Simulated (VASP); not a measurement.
# MnAs (P6_3/mmc) in VASP: settings compared, part 2 of 2

VASP 6.6.1. The steps go on from the part before.

### Step 3. Single point, PBE-based screened hybrid, collinear spin, ferromagnetic start

File POSCAR:

```
MnAs
1.0
    3.7100000000      0.0000000000      0.0000000000
   -1.8550000000      3.2129542480      0.0000000000
    0.0000000000      0.0000000000      5.6910000000
As Mn
2 2
Direct
    0.6666666667      0.3333333333      0.7500000000
    0.3333333333      0.6666666667      0.2500000000
    0.0000000000      0.0000000000      0.5000000000
    0.0000000000      0.0000000000      0.0000000000
```

File INCAR.step1:

```
  ALGO = Normal
  EDIFF = 1E-5
  ENCUT = 520
  GGA = PE
  ISIF = 2
  ISMEAR = -1
  ISPIN = 2
  LASPH = True
  LCHARG = False
  LMAXMIX = 4
  LORBIT = 11
  LREAL = False
  LUSENCCL = False
  LWAVE = True
  MAGMOM = 0 0 4 4
  NBANDS = 30
  NELM = 150
  PREC = Accurate
  SIGMA = 0.05
```

File INCAR.step2:

```
  AEXX = 0.2
  ALGO = Normal
  EDIFF = 1E-7
  ENCUT = 520
  GGA = PE
  HFSCREEN = 0.2
  ISIF = 2
  ISMEAR = -1
  ISPIN = 2
  ISTART = 1
  LASPH = True
  LCHARG = False
  LHFCALC = True
  LMAXMIX = 4
  LORBIT = 11
  LREAL = False
  LUSENCCL = False
  LWAVE = False
  MAGMOM = 0 0 4 4
  NBANDS = 30
  NELM = 150
  PREC = Accurate
  PRECFOCK = Normal
  SIGMA = 0.05
```

File KPOINTS:

```
k-points
0
Gamma
  4 4 3
```

Potentials or basis: VASP PAW PBE potentials, release 64 (As, Mn_pv).

Started as:

```console
$ cat potpaw_PBE.64/As/POTCAR potpaw_PBE.64/Mn_pv/POTCAR > POTCAR
$ cp INCAR.step1 INCAR
$ mpirun -np 1 vasp_std > vasp.out
$ cp INCAR.step2 INCAR
$ mpirun -np 1 vasp_std > vasp.out
```

OUTCAR:

```text
AEXX = 0.2
   EDIFF = 1E-7
   ENCUT = 520
   GGA = PE
   HFSCREEN = 0.2
   ISIF = 2
   ISMEAR = -1
   ISPIN = 2
   ISTART = 1
   LASPH = True
   LHFCALC = True
   LORBIT = 11
   LREAL = False
   NELM = 150
   PREC = Accurate
   PRECFOCK = Normal

 ion  position               nearest neighbor table
   1  0.667  0.333  0.750-   3 2.57   4 2.57   3 2.57   4 2.57   3 2.57   4 2.57
   2  0.333  0.667  0.250-   3 2.57   4 2.57   3 2.57   4 2.57   3 2.57   4 2.57
   3  0.000  0.000  0.500-   1 2.57   2 2.57   2 2.57   1 2.57   1 2.57   2 2.57   4 2.85   4 2.85

   4  0.000  0.000  0.000-   1 2.57   2 2.57   2 2.57   1 2.57   1 2.57   2 2.57   3 2.85   3 2.85

  LATTYP: Found a hexagonal cell.
 ALAT       =     3.7100000000
 C/A-ratio  =     1.5339622642

  Lattice vectors:

 A1 = (   3.7100000000,   0.0000000000,   0.0000000000)
 A2 = (  -1.8550000000,   3.2129542480,   0.0000000000)
 A3 = (   0.0000000000,   0.0000000000,   5.6910000000)

Analysis of symmetry for initial positions (statically):
=====================================================================
 Subroutine PRICEL returns:
 Original cell was already a primitive cell.

 Routine SETGRP: Setting up the symmetry group for a
 hexagonal supercell.

 Subroutine GETGRP returns: Found 24 space group operations
 (whereof 12 operations were pure point group operations)
 out of a pool of 24 trial point group operations.

The static configuration has the point symmetry D_3d.
 The point group associated with its full space group is D_6h.

Analysis of symmetry for dynamics (positions and initial velocities):
=====================================================================
 Subroutine PRICEL returns:
 Original cell was already a primitive cell.

 Routine SETGRP: Setting up the symmetry group for a
 hexagonal supercell.

 Subroutine GETGRP returns: Found 24 space group operations
 (whereof 12 operations were pure point group operations)
 out of a pool of 24 trial point group operations.

The dynamic configuration has the point symmetry D_3d.
 The point group associated with its full space group is D_6h.

Analysis of structural, dynamic, and magnetic symmetry:
=====================================================================
 Subroutine PRICEL returns:
 Original cell was already a primitive cell.

 Routine SETGRP: Setting up the symmetry group for a
 hexagonal supercell.

 Subroutine GETGRP returns: Found 24 space group operations
 (whereof 12 operations were pure point group operations)
 out of a pool of 24 trial point group operations.

The overall configuration has the point symmetry D_3d.
 The point group associated with its full space group is D_6h.

 Subroutine INISYM returns: Found 24 space group operations
 (whereof 12 operations are pure point group operations),
 and found     1 'primitive' translations

----------------------------------------------------------------------------------------

                                     Primitive cell

  volume of cell :      67.8371

  direct lattice vectors                    reciprocal lattice vectors
     3.710000000  0.000000000  0.000000000     0.269541779  0.155620019 -0.000000000
    -1.855000000  3.212954248  0.000000000     0.000000000  0.311240037  0.000000000
     0.000000000  0.000000000  5.691000000     0.000000000 -0.000000000  0.175716043

  length of vectors
[... 79 lines left out ...]
   PSTRESS=    0.0 pullay stress
   NELECT =      36.0000    total number of electrons
   NUPDOWN=      -1.0000    fix difference up-down
   EMIN   =  10.00;   EMAX   =-10.00  energy-range for DOS
   EFERMI =   0.00;   METHOD = LEGACY
   ISMEAR =    -1;   SIGMA  =   0.05  broadening in eV -4-tet -1-fermi 0-gaus
   EFERMI_NEDOS =   21; number of points for ismear=-14 and -15
   IALGO  =     38    algorithm
   IMIX   =      1    mixing-type and parameters
     AMIX     =   0.40;   BMIX     =  1.00
     AMIX_MAG =   1.60;   BMIX_MAG =  1.00
  volume/ion in A,a.u.               =      16.96       114.45
  Fermi-wavevector in a.u.,A,eV,Ry     =   1.325419  2.504679 23.901852  1.756737
  Thomas-Fermi vector in A             =   2.454882
   LORBIT       =     11    0 simple, 1 ext, 2 COOP (PROOUT), +10 PAW based schemes
   GGA     = PE    functional components
   LHFCALC =     T    Hartree Fock is set to
   PRECFOCK=normal    Normal, Fast or Accurate (Low or Medium for compatibility)
   ENCUT4O =  -1.0   cutoff for four orbital integrals eV
   NKREDX  =     1    reduce k-point grid by
   NKREDY  =     1    reduce k-point grid by
   NKREDZ  =     1    reduce k-point grid by
   AEXX    =    0.2000 exact exchange contribution
   HFSCREEN=    0.2000 screening length (either q_TF or 0.3 A-1)
   HFSCREENC=   0.2000 screening length for correlation (either q_TF or 0.3 A-1)
   ENCUTFOCK=  -1.0 apply spherical cutoff to Coloumb kernel
   IVDW    =     0    specifies the selected vdW correction
   LEPSILON=     F    determine dielectric tensor
   LRPA    =     F    only Hartree local field effects (RPA)
 spin polarized calculation
  energy-cutoff  :      520.00
  volume of cell :       67.84
 maximum number of plane-waves:      1844
 NGX is ok and might be reduce to    28
  NGX = 24; NGY = 24; NGZ = 32

 number of electron      35.9999985 magnetization       7.7200016

 Free energy of the ion-electron system (eV)
  ---------------------------------------------------
  ext. energy  EPLUGINS =         0.00000000
  ---------------------------------------------------
  free energy    TOTEN  =       -36.50667552 eV

  energy without entropy =      -36.49046476  energy(sigma->0) =      -36.49857014

 E-fermi :   6.8538     XC(G=0):  -9.5637

 val. band max:        6.7987851815   @ k =   0.2500   0.0000   0.3333
 cond. band min:       7.0619048646   @ k =   0.5000   0.0000   0.3333
 fundamental gap:      0.2631196831
 Fermi energy:         6.8537510401

 spin component 1

 k-point     1 :       0.0000    0.0000    0.0000
  band No.  band energies     occupation
      1     -47.3171      1.00000
      2     -47.3171      1.00000
      3     -47.3072      1.00000
      4     -47.3072      1.00000
      5     -47.2802      1.00000
      6     -47.1788      1.00000
[... 253 lines left out ...]
     29      15.7420      0.00000
     30      16.2248      0.00000
 Fermi energy:         6.8537510401

 spin component 2

 k-point     1 :       0.0000    0.0000    0.0000
  band No.  band energies     occupation
      1     -41.8262      1.00000
      2     -41.7825      1.00000
      3     -41.7825      1.00000
      4     -41.7678      1.00000
      5     -41.7678      1.00000
      6     -41.6936      1.00000
[... 253 lines left out ...]
     29      16.4270      0.00000
     30      17.0480      0.00000

------------------------ aborting loop because EDIFF is reached ----------------------------------------

  FORCE on cell =-STRESS in cart. coord.  units (eV):
  Direction    XX          YY          ZZ          XY          YZ          ZX
  --------------------------------------------------------------------------------------
  -------------------------------------------------------------------------------------
  Total        2.9602992      2.9602992      2.8563760      0.0000000      0.0000000     -0.0000000
  in kB       69.9164156     69.9164156     67.4619554      0.0000000      0.0000000     -0.0000000
  external PRESSURE =      69.0982622 kB  Pullay stress =       0.0000000 kB

 VOLUME and BASIS-vectors are now :
 -----------------------------------------------------------------------------
  energy-cutoff  :      520.00
  volume of cell :       67.84
      direct lattice vectors                 reciprocal lattice vectors
     3.710000000  0.000000000  0.000000000     0.269541779  0.155620019 -0.000000000
    -1.855000000  3.212954248  0.000000000     0.000000000  0.311240037  0.000000000
     0.000000000  0.000000000  5.691000000     0.000000000 -0.000000000  0.175716043

 POSITION                                       TOTAL-FORCE (eV/Angst)
 -----------------------------------------------------------------------------------
      1.85500      1.07098      4.26825        -0.000000      0.000000      0.000000
     -0.00000      2.14197      1.42275         0.000000      0.000000     -0.000000
      0.00000      0.00000      2.84550         0.000000      0.000000     -0.000000
      0.00000      0.00000      0.00000        -0.000000      0.000000     -0.000000
 -----------------------------------------------------------------------------------
    total drift:                               -0.000001      0.000001      0.000004

  FREE ENERGIE OF THE ION-ELECTRON SYSTEM (eV)
  ---------------------------------------------------
  free  energy   TOTEN  =       -36.5066755165 eV

  energy  without entropy=      -36.4904647623  energy(sigma->0) =      -36.49857014

 total charge

# of ion       s       p       d       tot
------------------------------------------
    1        1.259   1.579   0.041   2.879
    2        1.259   1.579   0.041   2.879
    3        0.290   6.264   4.965  11.519
    4        0.290   6.264   4.965  11.519
--------------------------------------------------
tot          3.098  15.685  10.012  28.794

 magnetization (x)

# of ion       s       p       d       tot
------------------------------------------
    1        0.027  -0.218   0.010  -0.181
    2        0.027  -0.218   0.010  -0.181
    3        0.042   0.035   3.897   3.975
    4        0.042   0.035   3.897   3.975
--------------------------------------------------
tot          0.138  -0.365   7.814   7.587
```

It used 560 s of CPU time on 1 × NVIDIA H100 80GB with 1 thread of AMD EPYC 7R13 Processor (Zen 3) (shared host).

What came out:

- Free energy: -36.5067 eV
- Pressure: 6.9 GPa
- Net moment: 7.72 μB per cell
- Site moments: As -0.18; Mn +3.98 μB
- Valence electrons inside the program's atomic spheres: As 2.88; Mn 11.52

Caveat: the k points lie up to 0.49 Å⁻¹ apart; the PAW data sets were made with another functional, which shifts forces and pressure a little; only a ferromagnetic start was run, and an antiferromagnetic order may lie lower in energy.

### Step 4. Single point, PBE-based screened hybrid, collinear spin, ferromagnetic start

POSCAR is that of step 3.

File INCAR.step1:

```
SYSTEM = MnAs
  PREC = Accurate
  ENCUT = 520
  EDIFF = 1E-5
  ISMEAR = -1
  SIGMA = 0.05
  LREAL = .FALSE.
  LASPH = .TRUE.
  NELM = 150
  ALGO = Normal
  ISIF = 2
  LWAVE = .TRUE.
  LCHARG = .FALSE.
  ISPIN = 2
  MAGMOM = 0 0 4 4
  LORBIT = 11
  LMAXMIX = 4
  GGA = PE
  NBANDS = 30
  LUSENCCL = .FALSE.
```

File INCAR.step2:

```
SYSTEM = MnAs
  PREC = Accurate
  ENCUT = 520
  EDIFF = 1E-6
  ISMEAR = -1
  SIGMA = 0.05
  LREAL = .FALSE.
  LASPH = .TRUE.
  NELM = 150
  ALGO = Normal
  ISIF = 2
  LWAVE = .FALSE.
  LCHARG = .FALSE.
  ISPIN = 2
  MAGMOM = 0 0 4 4
  LORBIT = 11
  LMAXMIX = 4
  GGA = PE
  LHFCALC = .TRUE.
  AEXX = 0.4
  HFSCREEN = 0.2
  PRECFOCK = Normal
  ISTART = 1
  NBANDS = 30
  LUSENCCL = .FALSE.
```

File KPOINTS:

```
Automatic mesh
0
G
  4 4 3
  0 0 0
```

Started as:

```console
$ cat potpaw_PBE.64/As/POTCAR potpaw_PBE.64/Mn_pv/POTCAR > POTCAR
$ cp INCAR.step1 INCAR
$ mpirun -np 1 vasp_std > vasp.out
$ cp INCAR.step2 INCAR
$ mpirun -np 1 vasp_std > vasp.out
```

Run time: 33 min. Hardware: 1 × NVIDIA H100 80GB with 1 thread of AMD EPYC 7R13 (Zen 3), shared host; peak memory 1.2 GiB.

Results (log left out):

* Free energy: -46.0660 eV
* Pressure: 12.2 GPa
* Net moment: 8.04 μB per cell
* Site moments: As -0.29; Mn +4.28 μB
* Valence electrons inside the program's atomic spheres: As 2.96; Mn 11.48

Stress tensor (GPa, compression positive):
```
11.97  0.00  0.00
 0.00 11.97  0.00
 0.00  0.00 12.74
```

Levels at points of the mesh, in eV from the Fermi level:
Spin up:
| k point | band 18 | band 19 | band 20 | band 21 | band 22 | band 23 | band 24 | band 25 | band 26 | band 27 |
| --- | --- | --- | --- | --- | --- | --- | --- | --- | --- | --- |
| (0.00, 0.00, 0.00) | -6.02 | -4.16 | 0.59 | 0.59 | 2.22 | 2.37 | 2.37 | 4.16 | 5.91 | 7.46 |
| (0.50, 0.00, 0.00) | -5.87 | -5.23 | -4.15 | -3.44 | -2.89 | -0.02 | 2.84 | 4.74 | 5.10 | 6.59 |
Spin down:
| k point | band 11 | band 12 | band 13 | band 14 | band 15 | band 16 | band 17 | band 18 |
| --- | --- | --- | --- | --- | --- | --- | --- | --- |
| (0.00, 0.00, 0.00) | -3.36 | -0.19 | -0.19 | 0.91 | 0.95 | 2.12 | 2.12 | 2.31 |
| (0.50, 0.00, 0.00) | -4.67 | -3.90 | -3.18 | -3.16 | 0.24 | 3.20 | 3.53 | 3.85 |

Caveat: the k points lie up to 0.49 Å⁻¹ apart; the PAW data sets were made with another functional, which shifts forces and pressure a little; only a ferromagnetic start was run, and an antiferromagnetic order may lie lower in energy.

### Step 5. Single point, PBE, collinear spin, ferromagnetic start

This run uses another cell than the first one, of 16.28 Å³/atom, 0.960 times its volume.

File INCAR:

```
SYSTEM = MnAs
PREC = Accurate
ENCUT = 520
EDIFF = 1E-6
ISMEAR = -1
SIGMA = 0.05
LREAL = .False.
LASPH = .True.
NELM = 150
ALGO = Normal
ISIF = 2
LWAVE = .False.
LCHARG = .False.
ISPIN = 2
MAGMOM = 0 0 4 4
LORBIT = 11
LMAXMIX = 4
GGA = PE
NBANDS = 30
```

File KPOINTS:

```
regular mesh
0
Gamma
  7 7 4
  0 0 0
```

POSCAR, as its differences from that of step 4:

```diff
@@ -4,3 +4,3 @@
    -1.8550000000      3.2129542480      0.0000000000
-    0.0000000000      0.0000000000      5.6910000000
+    0.0000000000      0.0000000000      5.4633600000
 As Mn
```

Started as:

```console
$ cat potpaw_PBE.64/As/POTCAR potpaw_PBE.64/Mn_pv/POTCAR > POTCAR
$ mpirun -np 1 vasp_std > vasp.out
```

Run time: 2.7 min. Hardware: 1 thread of Oxide Virtual Turin-like, shared host; peak memory 0.21 GiB.

The run converged. Its results:

- Free energy: -28.2774 eV
- Pressure: -0.8 GPa
- Net moment: 5.96 μB per cell
- Site moments: As -0.12; Mn +3.03 μB
- Valence electrons inside the program's atomic spheres: As 2.80; Mn 11.64

Stress tensor (GPa, compression positive):
```
-1.26  0.00  0.00
 0.00 -1.26  0.00
 0.00  0.00  0.16
```

Levels at points of the mesh, in eV from the Fermi level:
Spin up:
```tsv
k point	band 19	band 20	band 21	band 22	band 23	band 24
(0.00, 0.00, 0.00)	-0.03	0.48	0.48	1.90	2.99	2.99
(0.00, 0.00, 0.50)	-0.78	-0.78	2.16	2.16	2.16	2.16
```
Spin down:
```tsv
k point	band 12	band 13	band 14	band 15	band 16	band 17	band 18	band 19
(0.00, 0.00, 0.00)	-1.36	-0.32	-0.32	-0.05	-0.05	0.46	0.46	1.37
(0.00, 0.00, 0.50)	-2.21	-2.21	-2.21	0.32	0.32	0.32	0.32	0.73
```

Caveat: only a ferromagnetic start was run, and an antiferromagnetic order may lie lower in energy.

### Step 6. Summary

```csv
level,cell,k mesh,grid for exact exchange (PRECFOCK),share of exact exchange,screening parameter,gap on the mesh (eV),pressure (GPa),moment (μB)
PBE-based screened hybrid,"a = 3.710, b = 3.710, c = 5.691 Å, angles 90.0, 90.0, 120.0°, 4 atoms",4 × 4 × 3,Normal,0.15,0.2 1/Å,none,4.4,7.46
PBE-based screened hybrid,"a = 3.710, b = 3.710, c = 5.691 Å, angles 90.0, 90.0, 120.0°, 4 atoms",4 × 4 × 3,Normal,0.2,0.2 1/Å,none,6.9,7.72
PBE-based screened hybrid,"a = 3.710, b = 3.710, c = 5.691 Å, angles 90.0, 90.0, 120.0°, 4 atoms",4 × 4 × 3,Normal,0.4,0.2 1/Å,none,12.2,8.04
PBE,"a = 3.710, b = 3.710, c = 5.463 Å, angles 90.0, 90.0, 120.0°, 4 atoms",7 × 7 × 4,-,-,-,none,-0.8,5.96
```

Alike in all rows: task single point; potentials or basis VASP PAW PBE potentials, release 64 (As, Mn_pv); spin collinear, ferromagnetic start; cutoff (eV) 520; smearing fermi-dirac 0.05 eV.

Caveats: some runs use coarse meshes; only a ferromagnetic start was run, and an antiferromagnetic order may lie lower in energy; the PAW data sets were made with another functional, which shifts forces and pressure a little (some runs).

Total energies depend on the potentials used, so only differences within one code and one set of settings carry meaning.
